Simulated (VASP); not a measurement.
## AlV2C: single point with PBEsol

The system is AlV2C.

```
CELL_PARAMETERS angstrom
2.88760 0.00000 0.00000
-1.44380 2.50073 0.00000
0.00000 0.00000 13.10482
ATOMIC_POSITIONS crystal
V 0.33333 0.66667 0.91362
V 0.66667 0.33333 0.08638
V 0.66667 0.33333 0.41362
V 0.33333 0.66667 0.58638
Al 0.66667 0.33333 0.75000
Al 0.33333 0.66667 0.25000
C 0.00000 0.00000 0.50000
C 0.00000 0.00000 0.00000
```

| Item | Value |
| --- | --- |
| Program | VASP 6.6.1 |
| Task | single point |
| Functional | PBEsol |
| Potentials or basis | VASP PAW PBE potentials, release 64 (V_sv, Al, C) |
| Cutoff | 520 eV |
| k mesh | 11 × 11 × 2 |
| Occupations | fermi-dirac, width 0.05 eV |
| Spin | no spin polarisation |
| Dipole correction | no |
| Further INCAR settings | ALGO = Normal; EDIFF = 1e-06; NBANDS = 43 |

```
Pressure               : -3.5 GPa
Largest force          : 0.445 eV/Å
Band gap on the k mesh : zero (bands 33 and 34 overlap by 1.60 eV)
```

Forces in eV/Å, atoms in the order of the input:
```
V    0.000  0.000  0.445
V    0.000  0.000 -0.445
V    0.000  0.000  0.445
V    0.000  0.000 -0.445
Al   0.000  0.000  0.000
Al   0.000  0.000  0.000
C    0.000  0.000  0.000
C    0.000  0.000  0.000
```

Stress tensor (GPa, compression positive):
```
-3.20  0.00  0.00
 0.00 -3.20  0.00
 0.00  0.00 -4.05
```

Levels at points of the mesh, in eV from the Fermi level:
```csv
k point,band 29,band 30,band 31,band 32,band 33,band 34,band 35,band 36,band 37,band 38
"(0.00, 0.00, 0.00)",-1.02,-0.68,-0.26,-0.26,-0.25,-0.25,0.59,0.59,0.63,0.63
"(0.00, 0.00, 0.50)",-0.81,-0.81,-0.25,-0.25,-0.25,-0.25,0.61,0.61,0.61,0.61
```

Run time: 3.4 min on 1 thread of Intel Xeon 8259CL (shared host), peak memory 0.28 GiB.

Caveat: the cell stands under tension; the PAW data sets were made with another functional, which shifts forces and pressure a little.
